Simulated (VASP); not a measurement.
Input of a VASP 6.6.1 run:

File INCAR:

```
PREC = Accurate
ENCUT = 520
EDIFF = 1E-6
ISMEAR = 0
SIGMA = 0.15
LREAL = F
LASPH = T
NELM = 60
ALGO = Fast
ISIF = 2
LWAVE = F
LCHARG = F
GGA = PS
NBANDS = 14
```

Contents of KPOINTS:

```
regular mesh
0
Gamma
  14 14 14
```

POSCAR

```
TiAl
1.0
    2.9250135935      0.0000000000      0.0000000000
    0.0000000000      3.0405369533      0.0000000000
    0.0000000000      0.0000000000      3.1563759507
Ti Al
1 1
Direct
    0.0000000000      0.0000000000      0.0000000000
    0.5000000000      0.5000000000      0.5000000000
```

Potentials or basis: VASP PAW PBE potentials, release 64 (Ti_sv, Al).

Launch:

```bash
$ cat potpaw_PBE.64/Ti_sv/POTCAR potpaw_PBE.64/Al/POTCAR > POTCAR
$ mpirun -np 1 vasp_std > vasp.out
```

(1) Estimate the pressure.

Answers

(1) 17.0 GPa.

Caveat: the cell differs from its parent crystal (normal strain along x -0.0733, normal strain along y -0.0367); the PAW data sets were made with another functional, which shifts forces and pressure a little.
